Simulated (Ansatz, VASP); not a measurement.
One calculation of V4O, two programs

```xyz
5
Lattice="2.9972 0.0000 0.0000 0.0000 2.9972 0.0000 0.0000 0.0000 21.3334" Properties=species:S:1:pos:R:3 pbc="T T T"
V     1.4986    1.4986    4.0000
V     0.0000    0.0000    5.4986
V     1.4986    1.4986    6.9700
V     0.0000    0.0000    8.3334
O     1.4986    1.4986    9.2134
```

Alike in both runs: task single point; functional PBE; k mesh 9 × 9 × 1; occupations gaussian, width 0.1 eV; no spin polarisation.

|  | VASP | Ansatz |
| --- | --- | --- |
| version | VASP 6.6.1 | Ansatz 0.2.0 |
| potentials or method | VASP PAW PBE potentials, release 64 (V_sv, O), cutoff 520 eV | scalar-relativistic, plane waves, PAW |
| valence electrons in the cell | 58 | 58 |

VASP gave:

- gap on the k mesh at the Fermi level (eV): none
- rms of the force components (eV/Å): 1.245
- work function, face that differs most (eV): 5.48

Task: Which values does Ansatz return?

Result: gap on the k mesh at the Fermi level (eV): none; rms of the force components (eV/Å): 1.244; work function, face that differs most (eV): 5.46.

Atom by atom the forces differ by 0.012 eV/Å (rms over components). A gap of «none» marks a metal or a gap that the smearing closes. The functional is the same, so the differences come from potentials, cutoffs and numerics.
